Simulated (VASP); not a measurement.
# TePb (Fm-3m) in VASP: a series of runs

TePb is run at these levels: PBE; tasks: relaxation of cell and atoms.

Everything below comes from runs of VASP 6.6.1. Logs are shortened: lines on timing, memory, paths and dates and some standing lists are left out, and cuts for length are marked.

**1. The cell of the first run**

The structure is cubic, space group Fm-3m (No. 225). The conventional cell has a = 6.462 Å, b = 6.462 Å, c = 6.462 Å, α = 90.00°, β = 90.00°, γ = 90.00°. Within 4.3 Å of Te (site symmetry m-3m) lie 6 Pb at 3.23 Å. Within 4.3 Å of Pb (site symmetry m-3m) lie 6 Te at 3.23 Å.

**2. Relaxation of cell and atoms, PBE, target pressure 2 GPa, at which the enthalpy is minimised**

Input file INCAR:

```
SYSTEM = TePb
  PREC = Accurate
  ENCUT = 600
  EDIFF = 1E-7
  ISMEAR = 0
  SIGMA = 0.01
  LREAL = .FALSE.
  LASPH = .TRUE.
  NELM = 100
  ALGO = Normal
  ISIF = 3
  LWAVE = .FALSE.
  LCHARG = .FALSE.
  GGA = PE
  IBRION = 2
  NSW = 60
  EDIFFG = -0.01
  PSTRESS = 20.0
```

Input file KPOINTS:

```
regular mesh
0
G
  6 6 6
  0 0 0
```

Input file POSCAR:

```
TePb
1.0
    0.0000000000      3.2310000000      3.2310000000
    3.2310000000      0.0000000000      3.2310000000
    3.2310000000      3.2310000000      0.0000000000
Te Pb
1 1
Direct
    0.5000000000      0.5000000000      0.5000000000
    0.0000000000      0.0000000000      0.0000000000
```

Potentials or basis: VASP PAW PBE potentials, release 64 (Te, Pb_d).

Command:

```
$ cat potpaw_PBE.64/Te/POTCAR potpaw_PBE.64/Pb_d/POTCAR > POTCAR
$ mpirun -np 1 vasp_std > vasp.out
```

OUTCAR:

```text
SYSTEM = TePb
   PREC = Accurate
   ENCUT = 600
   EDIFF = 1E-7
   ISMEAR = 0
   LREAL = .FALSE.
   LASPH = .TRUE.
   NELM = 100
   ISIF = 3
   GGA = PE
   IBRION = 2
   NSW = 60
   EDIFFG = -0.01
   PSTRESS = 20.0

 ion  position               nearest neighbor table
   1  0.500  0.500  0.500-   2 3.23   2 3.23   2 3.23   2 3.23   2 3.23   2 3.23
   2  0.000  0.000  0.000-   1 3.23   1 3.23   1 3.23   1 3.23   1 3.23   1 3.23

  LATTYP: Found a face centered cubic cell.
 ALAT       =     6.4620000000

  Lattice vectors:

 A1 = (   0.0000000000,   3.2310000000,   3.2310000000)
 A2 = (   3.2310000000,   0.0000000000,   3.2310000000)
 A3 = (   3.2310000000,   3.2310000000,   0.0000000000)

Analysis of symmetry for initial positions (statically):
=====================================================================
 Subroutine PRICEL returns:
 Original cell was already a primitive cell.

 Routine SETGRP: Setting up the symmetry group for a
 face centered cubic supercell.

 Subroutine GETGRP returns: Found 48 space group operations
 (whereof 48 operations were pure point group operations)
 out of a pool of 48 trial point group operations.

The static configuration has the point symmetry O_h .

Analysis of symmetry for dynamics (positions and initial velocities):
=====================================================================
 Subroutine PRICEL returns:
 Original cell was already a primitive cell.

 Routine SETGRP: Setting up the symmetry group for a
 face centered cubic supercell.

 Subroutine GETGRP returns: Found 48 space group operations
 (whereof 48 operations were pure point group operations)
 out of a pool of 48 trial point group operations.

The dynamic configuration has the point symmetry O_h .

 Subroutine INISYM returns: Found 48 space group operations
 (whereof 48 operations are pure point group operations),
 and found     1 'primitive' translations

----------------------------------------------------------------------------------------

                                     Primitive cell

  volume of cell :      67.4592

  direct lattice vectors                    reciprocal lattice vectors
     0.000000000  3.231000000  3.231000000    -0.154750851  0.154750851  0.154750851
     3.231000000  0.000000000  3.231000000     0.154750851 -0.154750851  0.154750851
     3.231000000  3.231000000  0.000000000     0.154750851  0.154750851 -0.154750851

  length of vectors
[... 66 lines left out ...]
   ICHARG =      2    charge: 1-file 2-atom 10-const
   ISPIN  =      1    spin polarized calculation?
   LNONCOLLINEAR =      F non collinear calculations
   LSORBIT =      F    spin-orbit coupling
   LASPH  =      T    aspherical Exc in radial PAW
   ENCUT  =  600.0 eV  44.10 Ry    6.64 a.u.   9.13  9.13  9.13*2*pi/ulx,y,z
   NELM   =    100;   NELMIN=  2; NELMDL= -5     # of ELM steps
   EDIFF  = 0.1E-06   stopping-criterion for ELM
   LREAL  =      F    real-space projection
   EDIFFG = -.1E-01   stopping-criterion for IOM
   NSW    =     60    number of steps for IOM
   IBRION =      2    ionic relax: 0-MD 1-quasi-New 2-CG
   NFREE  =      1    steps in history (QN), initial steepest desc. (CG)
   ISIF   =      3    stress and relaxation
   ISYM   =      2    0-nonsym 1-usesym 2-fastsym
   POTIM  = 0.5000    time-step for ionic-motion
   TEBEG  =    0.0;   TEEND  =   0.0 temperature during run
   PSTRESS=   20.0 pullay stress
   NELECT =      20.0000    total number of electrons
   NUPDOWN=      -1.0000    fix difference up-down
   EMIN   =  10.00;   EMAX   =-10.00  energy-range for DOS
   EFERMI =   0.00;   METHOD = LEGACY
   ISMEAR =     0;   SIGMA  =   0.01  broadening in eV -4-tet -1-fermi 0-gaus
   EFERMI_NEDOS =   21; number of points for ismear=-14 and -15
   IALGO  =     38    algorithm
   IMIX   =      4    mixing-type and parameters
     AMIX     =   0.40;   BMIX     =  1.00
     AMIX_MAG =   1.60;   BMIX_MAG =  1.00
  volume/ion in A,a.u.               =      33.73       227.62
  Fermi-wavevector in a.u.,A,eV,Ry     =   1.091619  2.062861 16.213147  1.191633
  Thomas-Fermi vector in A             =   2.227868
   LORBIT       =      0    0 simple, 1 ext, 2 COOP (PROOUT), +10 PAW based schemes
   GGA     = PE    functional components
   LHFCALC =     F    Hartree Fock is set to
   AEXX    =    0.0000 exact exchange contribution
   IVDW    =     0    specifies the selected vdW correction
   LEPSILON=     F    determine dielectric tensor
   LRPA    =     F    only Hartree local field effects (RPA)
 conjugate gradient relaxation of ions
 non-spin polarized calculation
 Gauss-broadening in eV      SIGMA  =   0.01
  energy-cutoff  :      600.00
  volume of cell :       67.46
 maximum number of plane-waves:      2285
 NGX is ok and might be reduce to    40
   NGX = 19   NGY = 19   NGZ = 19

--------------------------------------- Ionic step        1  -------------------------------------------

 number of electron      19.9999998 magnetization

 Free energy of the ion-electron system (eV)
  ---------------------------------------------------
  ext. energy  EPLUGINS =         0.00000000
  ---------------------------------------------------
  free energy    TOTEN  =        -7.50212826 eV

  energy without entropy =       -7.50212826  energy(sigma->0) =       -7.50212826

------------------------ aborting loop because EDIFF is reached ----------------------------------------

  FORCE on cell =-STRESS in cart. coord.  units (eV):
  Direction    XX          YY          ZZ          XY          YZ          ZX
  --------------------------------------------------------------------------------------
  -------------------------------------------------------------------------------------
  Total        0.8964076      0.8964076      0.8964076      0.0000000      0.0000000      0.0000000
  in kB       21.2899795     21.2899795     21.2899795      0.0000000      0.0000000      0.0000000
  external PRESSURE =       1.2899795 kB  Pullay stress =      20.0000000 kB
[... 63 lines left out ...]
--------------------------------------- Ionic step        3  -------------------------------------------

 number of electron      19.9999998 magnetization

 Free energy of the ion-electron system (eV)
  ---------------------------------------------------
  ext. energy  EPLUGINS =         0.00000000
  ---------------------------------------------------
  free energy    TOTEN  =        -7.50437100 eV

  energy without entropy =       -7.50437100  energy(sigma->0) =       -7.50437100

 E-fermi :   5.6636     XC(G=0):  -9.2890

 val. band max:        5.5916436492   @ k =   0.5000   0.0000   0.0000
 cond. band min:       6.3319930597   @ k =   0.5000   0.0000   0.0000
 fundamental gap:      0.7403494105
 Fermi energy:         5.6636450589

 k-point     1 :       0.0000    0.0000    0.0000
  band No.  band energies     occupation
      1     -11.1279      2.00000
      2     -11.1279      2.00000
      3     -11.1188      2.00000
      4     -11.1188      2.00000
      5     -11.1188      2.00000
      6      -6.4058      2.00000
      7      -0.0105      2.00000
      8       4.2546      2.00000
      9       4.2546      2.00000
     10       4.2546      2.00000
     11       9.6661      0.00000
     12       9.6661      0.00000
     13       9.6661      0.00000
     14      11.3932      0.00000
[... 286 lines left out ...]
  energy  without entropy=       -7.5043709954  energy(sigma->0) =       -7.50437100

  enthalpy is  TOTEN    =        -6.6601034637 eV   P V=        0.8442675317

 reached required accuracy - stopping structural energy minimisation
```

It took 45 s on 1 thread of Intel Xeon Platinum 8259CL at 2.50GHz (Skylake/Cascade Lake), shared host; peak memory 0.24 GiB.

Results:

* Free energy: -7.5044 eV
* Relaxed volume: 33.82 Å³/atom
* Relaxed cell: a = 4.573 Å, b = 4.573 Å, c = 4.573 Å, α = 60.00°, β = 60.00°, γ = 60.00°
* Space group after relaxing (to 0.05 Å): Fm-3m (No. 225)
* Energy change on relaxing (the enthalpy is what falls): -1.1 meV/atom
* Ionic steps: 3
* Pressure after relaxing: 2.0 GPa
* Band gap on the k mesh: 0.74 eV, direct

Step by step:
```
step  energy change (eV)  largest force (eV/Å)  pressure (GPa)  volume (Å³)
   1              0.0000                0.0000            2.13        67.46
   2             -0.0034                0.0000            1.94        67.72
   3             -0.0022                0.0000            2.00        67.63
```

Final structure:
```xyz
2
Lattice="0.0000 3.2338 3.2338 3.2338 0.0000 3.2338 3.2338 3.2338 0.0000" Properties=species:S:1:pos:R:3 pbc="T T T"
Te    3.2338    3.2338    3.2338
Pb    0.0000    0.0000    0.0000
```

Levels at points of the mesh, in eV from the valence-band top:
```
           k point  band 7  band 8  band 9  band 10  band 11  band 12  band 13  band 14
(0.00, 0.00, 0.00)   -5.60   -1.34   -1.34    -1.34     4.07     4.07     4.07     5.80
(0.50, 0.00, 0.00)   -8.57   -0.88   -0.88     0.00     0.74     1.28     1.28     8.39
(0.50, 0.50, 0.00)   -7.29   -4.48   -2.79    -2.79     3.30     5.47     5.47     6.69
```

Caveat: the cell is relaxed towards a set pressure, so the enthalpy falls and the energy may rise; spin-orbit coupling is left out, which moves the levels of the heavy elements.

**3. Relaxation of cell and atoms, PBE, target pressure 4 GPa, at which the enthalpy is minimised**

Input file INCAR:

```
SYSTEM = TePb
ALGO     = Normal         ! electronic algorithm
EDIFF    = 1E-6           ! SCF threshold, eV
EDIFFG   = -0.01          ! ionic threshold
ENCUT    = 600            ! plane-wave cutoff, eV
GGA      = PE             ! functional
IBRION   = 2              ! ionic algorithm
ISIF     = 3              ! what is computed and relaxed
ISMEAR   = 0              ! smearing method
LASPH    = .TRUE.         ! aspherical terms in the spheres
LCHARG   = .FALSE.        ! write CHGCAR
LREAL    = .FALSE.        ! projectors in reciprocal space
LWAVE    = .FALSE.        ! write WAVECAR
NELM     = 80             ! most SCF steps
NSW      = 60             ! ionic steps
PREC     = Accurate       ! precision mode
PSTRESS  = 40.0         
SIGMA    = 0.01           ! smearing width, eV
```

Input file KPOINTS:

```
k-points
0
G
  6 6 6
  0 0 0
```

POSCAR is that of step 2.

Potentials or basis: VASP PAW PBE potentials, release 64 (Te, Pb_d).

Command:

```
$ cat potpaw_PBE.64/Te/POTCAR potpaw_PBE.64/Pb_d/POTCAR > POTCAR
$ mpirun -np 1 vasp_std > vasp.out
```

It took 55 s on 1 thread of Intel Xeon Platinum 8259CL at 2.50GHz (Skylake/Cascade Lake), shared host; peak memory 0.25 GiB.

Results (log left out):

* Free energy: -7.4573 eV
* Relaxed volume: 32.55 Å³/atom
* Relaxed cell: a = 4.515 Å, b = 4.515 Å, c = 4.515 Å, α = 60.00°, β = 60.00°, γ = 60.00°
* Space group after relaxing (to 0.05 Å): Fm-3m (No. 225)
* Energy change on relaxing (the enthalpy is what falls): +22.4 meV/atom
* Ionic steps: 3
* Pressure after relaxing: 4.0 GPa
* Band gap on the k mesh: 0.65 eV, direct

Step by step:
| step | energy change (eV) | largest force (eV/Å) | pressure (GPa) | volume (Å³) |
| --- | --- | --- | --- | --- |
| 1 | 0.0000 | 0.0000 | 2.11 | 67.46 |
| 2 | 0.0866 | 0.0000 | 5.32 | 63.65 |
| 3 | 0.0448 | 0.0000 | 3.99 | 65.09 |

Final structure:
```
Te Pb
1.0
     0.00000    3.19273    3.19273
     3.19273    0.00000    3.19273
     3.19273    3.19273    0.00000
Te Pb
1 1
Cartesian
  3.1927 3.1927 3.1927
  0.0000 0.0000 0.0000
```

Levels at points of the mesh, in eV from the valence-band top:
| k point | band 6 | band 7 | band 8 | band 9 | band 10 | band 11 | band 12 | band 13 | band 14 |
| --- | --- | --- | --- | --- | --- | --- | --- | --- | --- |
| (0.00, 0.00, 0.00) | -12.34 | -5.51 | -1.50 | -1.50 | -1.50 | 4.10 | 4.10 | 4.10 | 5.70 |
| (0.50, 0.00, 0.00) | -10.80 | -8.80 | -1.01 | -1.01 | 0.00 | 0.65 | 1.17 | 1.17 | 8.42 |
| (0.50, 0.50, 0.00) | -10.52 | -7.36 | -4.80 | -3.02 | -3.02 | 3.12 | 5.59 | 5.59 | 6.91 |

Caveat: the cell is relaxed towards a set pressure, so the enthalpy falls and the energy may rise; spin-orbit coupling is left out, which moves the levels of the heavy elements. A k mesh can miss the band edges.

(Continued in part 2 of 2.)
